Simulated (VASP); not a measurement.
Write the native input for VASP 6.6.1 that does the following.

| Property | Result |
| --- | --- |
| Task | relaxation of cell and atoms |
| Functional | PBE |
| Potentials or basis | VASP PAW PBE potentials, release 64 (Fe, C) |
| Cutoff | 600 eV |
| k mesh | 6 × 6 × 6 |
| Occupations | gaussian, width 0.1 eV |
| Spin | collinear spin, ferromagnetic start |
| Starting moments | [2.99, 2.99, 0.0, 0.0, 0.0, 0.0] μB |
| Dipole correction | no |
| Further INCAR settings | ALGO = Normal; EDIFF = 1e-07; IBRION = 2; EDIFFG = -0.04; NSW = 90; ISIF = 3 |

The structure of FeC2 lies in POSCAR:

```
FeC2
1.0
    0.0000000000      2.9720364913      2.9720364913
    2.9720364913      0.0000000000      2.9720364913
    2.9720364913      2.9720364913      0.0000000000
Fe C
2 4
Direct
    0.0000000000      0.0000000000      0.0000000000
    0.2500000000      0.2500000000      0.2500000000
    0.6250000000      0.6250000000      0.6250000000
    0.1250000000      0.6250000000      0.6250000000
    0.6250000000      0.6250000000      0.1250000000
    0.6250000000      0.1250000000      0.6250000000
```

These files were run (other wordings do the same):

INCAR

```
SYSTEM = FeC2
PREC = Accurate
ENCUT = 600
EDIFF = 1E-7
ISMEAR = 0
SIGMA = 0.1
LREAL = .FALSE.
LASPH = .TRUE.
NELM = 150
ALGO = Normal
ISIF = 3
LWAVE = .FALSE.
LCHARG = .FALSE.
ISPIN = 2
MAGMOM = 2.99 2.99 0 0 0 0
LORBIT = 11
LMAXMIX = 4
GGA = PE
IBRION = 2
NSW = 90
EDIFFG = -0.04
```

KPOINTS

```
Automatic mesh
0
G
  6 6 6
  0 0 0
```

Potentials or basis: VASP PAW PBE potentials, release 64 (Fe, C).

The run is started by

```console
$ cat potpaw_PBE.64/Fe/POTCAR potpaw_PBE.64/C/POTCAR > POTCAR
$ mpirun -np 1 vasp_std > vasp.out
```

Results of the run:

| Property | Result |
| --- | --- |
| Relaxed volume | 8.13 Å³/atom |
| Relaxed cell | a = 4.102 Å, b = 4.102 Å, c = 4.102 Å, α = 60.00°, β = 60.00°, γ = 60.00° |
| Space group after relaxing (to 0.05 Å) | Fd-3m (No. 227) |
| Energy gained by relaxing | 19.4 meV/atom |
| Ionic steps | 3 |
| Pressure after relaxing | 0.0 GPa |
| Net moment | 4.93 μB per cell |
| Site moments | Fe +2.51; C -0.01 μB |
| Valence electrons inside the program's atomic spheres | Fe 7.10; C 2.15 |

It took 4 min on 1 thread of Intel(R) Xeon(R) Platinum 8175M CPU @ 2.50GHz (Skylake/Cascade Lake) (shared host), peak memory 0.26 GiB.
